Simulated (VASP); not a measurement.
The system is SnO.

```xyz
4
Lattice="3.7358 0.0000 0.0000 0.0000 3.7358 0.0000 0.0000 0.0000 4.7872" Properties=species:S:1:pos:R:3 pbc="T T T"
Sn    1.8679    0.0000    3.6604
Sn    0.0000    1.8679    1.1268
O     0.0000    0.0000    0.0000
O     1.8679    1.8679    0.0000
```

Base run:

* Program: VASP 6.6.1
* Functional: SVWN5
* Potentials or basis: VASP PAW PBE potentials, release 64 (Sn_d, O)
* Cutoff: 520 eV
* k mesh: 7 × 7 × 6
* Occupations: fermi-dirac, width 0.05 eV
* Spin: no spin polarisation

Its results: band gap on the k mesh 0.26 eV (least direct gap 1.96 eV); pressure 3.2 GPa; largest force 0.763 eV/Å.

**Question.** After a change of settings the same cell gave: band gap on the k mesh 0.36 eV (least direct gap 2.21 eV); pressure 16.2 GPa; largest force 1.624 eV/Å. Which change was it?
A. functional from SVWN5 to BLYP
B. functional from SVWN5 to LDA; potentials or basis from VASP PAW PBE potentials, release 64 (Sn_d, O) to VASP PAW LDA potentials, release 64 (Sn_d, O); cutoff from 520 eV to 600 eV
C. functional from SVWN5 to r2SCAN; dispersion from none to D3(BJ)
D. functional from SVWN5 to revPBE; cutoff from 520 eV to 600 eV; dispersion from none to D4

**Answer.** A.

BLYP binds less tightly than SVWN5, so the same cell stands under more pressure.

Caveats: the cell stands under pressure; the PAW data sets were made with another functional, which shifts forces and pressure a little; spin-orbit coupling is left out, which moves the levels of the heavy elements; an odd mesh through Γ misses points on the zone boundary, where band edges can lie.
